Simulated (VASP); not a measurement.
Crystal: Mn2Al2Cu.

```
CELL_PARAMETERS angstrom
-1.36859 1.36859 8.51894
1.36859 -1.36859 8.51894
1.36859 1.36859 -8.51894
ATOMIC_POSITIONS crystal
Cu 0.99079 0.99079 0.00000
Mn 0.38791 0.38791 0.00000
Mn 0.81335 0.81335 0.00000
Al 0.21755 0.21755 0.00000
Al 0.59040 0.59040 0.00000
```

Base run:

```yaml
Program: VASP 6.6.1
Functional: PBEsol
Potentials_or_basis: VASP PAW PBE potentials, release 64 (Cu, Mn_pv, Al)
Cutoff: 520 eV
k_mesh: 11 × 11 × 11
Occupations: fermi-dirac, width 0.05 eV
Spin: collinear spin, ferromagnetic start
Starting_moments: "[0.753488, 5.02326, 5.02326, 0.0, 0.0] μB"
Fixed_moment: 10.8 μB
```

Its results: pressure 39.5 GPa; site moments Cu +0.58; Mn +4.07, +3.86; Al +0.17, +0.23 μB; largest force 5.891 eV/Å.

Q: The run is repeated on the same cell with these changes: fixed moment from 10.8 μB to 4.3 μB; moments at the start from [0.75, 5.02, 5.02, 0.0, 0.0] to [0.3, 2.0, 2.0, 0.0, 0.0]. What comes out?

A: Pressure 5.6 GPa; site moments Cu +0.14; Mn +2.58, +1.11; Al +0.02, +0.05 μB; largest force 1.169 eV/Å.

Caveats: the PAW data sets were made with another functional, which shifts forces and pressure a little; the total moment is fixed, so each spin has its own Fermi level and the state may be an excited one; the stress differs along the axes, from 35 to 42 GPa (at least some runs); the cell stands under pressure (at least some runs).
